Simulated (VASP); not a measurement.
Wanted: the native input for a VASP 6.6.1 run.

* Task: single point
* Functional: PBE
* Potentials or basis: VASP PAW PBE potentials, release 64 (W_sv, S)
* Cutoff: 520 eV
* k mesh: 12 × 12 × 12
* Occupations: gaussian, width 0.1 eV
* Spin: collinear spin
* Starting moments: [0.26, 0.18, 0.18, 0.18] μB
* Dipole correction: no
* Further INCAR settings: ALGO = Normal; EDIFF = 1e-06; NBANDS = 28

The structure of WS3 lies in POSCAR:

```
WS3
1.0
    3.9432350382      0.0000000000      0.0000000000
    0.0000000000      3.9432350382      0.0000000000
    0.0000000000      0.0000000000      3.9432350382
W S
1 3
Direct
    0.0000000000      0.0000000000      0.0000000000
    0.0000000000      0.5000000000      0.5000000000
    0.5000000000      0.0000000000      0.5000000000
    0.5000000000      0.5000000000      0.0000000000
```

One way to write it, as run:

INCAR

```
SYSTEM = WS3
ALGO     = Normal         ! electronic algorithm
EDIFF    = 1E-6           ! SCF threshold, eV
ENCUT    = 520            ! plane-wave cutoff, eV
GGA      = PE             ! functional
ISIF     = 2              ! what is computed and relaxed
ISMEAR   = 0              ! smearing method
ISPIN    = 2              ! spin polarisation
LASPH    = .TRUE.         ! aspherical terms in the spheres
LCHARG   = .TRUE.         ! write CHGCAR
LELF     = .TRUE.         ! ELF
LMAXMIX  = 4              ! l up to which the mixer works
LORBIT   = 11             ! projections on sites
LREAL    = .FALSE.        ! projectors in reciprocal space
LVHAR    = .TRUE.       
LWAVE    = .FALSE.        ! write WAVECAR
MAGMOM   = 0.26 0.18 0.18 0.18 ! initial moments
NBANDS   = 28             ! bands
NELM     = 150            ! most SCF steps
PREC     = Accurate       ! precision mode
SIGMA    = 0.1            ! smearing width, eV
```

KPOINTS

```
k-points
0
G
  12 12 12
  0 0 0
```

Potentials or basis: VASP PAW PBE potentials, release 64 (W_sv, S).

Launch:

```sh
$ cat potpaw_PBE.64/W_sv/POTCAR potpaw_PBE.64/S/POTCAR > POTCAR
$ mpirun -np 1 vasp_std > vasp.out
```

Results of the run:

```
Pressure                                              : -1.1 GPa
Band gap on the k mesh                                : zero (filled and empty bands overlap)
Net moment                                            : 0.00 μB per cell
Valence electrons inside the program's atomic spheres : W 11.67; S 3.56
```

Caveat: spin-orbit coupling is left out, which moves the levels of the heavy elements.

Run time: 6 min on 1 thread of Intel Xeon 8259CL (shared host), peak memory 0.33 GiB.
